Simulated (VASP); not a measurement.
Here is a VASP 6.6.1 calculation.

Contents of INCAR:

```
  ALGO = Fast
  EDIFF = 1E-7
  ENCUT = 520
  GGA = PE
  ISIF = 2
  ISMEAR = 0
  LASPH = T
  LCHARG = F
  LREAL = F
  LWAVE = F
  NBANDS = 12
  NELM = 80
  PREC = Accurate
  SIGMA = 0.1
```

The input KPOINTS:

```
k-points
0
Gamma
  6 6 6
```

Contents of POSCAR:

```
Cd
1.0
    3.0109001272      0.0000000000      0.0000000000
    0.0000000000      3.0109001272      0.0000000000
    0.0000000000      0.0000000000      3.0040346334
Cd
1
Direct
    0.5000000000      0.5000000000      0.5000000000
```

Potentials or basis: VASP PAW PBE potentials, release 64 (Cd).

The run is started by

```bash
$ cat potpaw_PBE.64/Cd/POTCAR > POTCAR
$ mpirun -np 1 vasp_std > vasp.out
```

(1) Predict the pressure.

(2) What does it give for the band gap on the k mesh?

Results:

(1) 0.3 GPa.

(2) zero (band 6 reaches 5.79 eV, above the bottom of band 7 at -0.60 eV).
